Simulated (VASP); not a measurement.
Cr:

```
Cr
1.0
    -1.49434    1.54520    1.39322
     1.56967   -1.45096    1.37431
     1.40634    1.36296   -1.29897
Cr
1
Cartesian
  0.0000 0.0000 0.0000
```

Base run:

```yaml
Program: VASP 6.6.1
Functional: PBE
Potentials_or_basis: VASP PAW PBE potentials, release 64 (Cr_pv)
Cutoff: 520 eV
k_mesh: 11 × 11 × 11
Occupations: fermi-dirac, width 0.05 eV
Spin: collinear spin, ferromagnetic start
Starting_moments: "[6.0] μB"
Fixed_moment: 6 μB
```

Its results: pressure 187.0 GPa; site moments Cr +5.25 μB.

Question: The run is repeated on the same cell with these changes: fixed moment from 6 μB to 3 μB; moments at the start from [6.0] to [3.0]. What comes out?

Answer: Pressure 49.9 GPa; site moments Cr +2.80 μB.

Caveats: the total moment is fixed, so each spin has its own Fermi level.
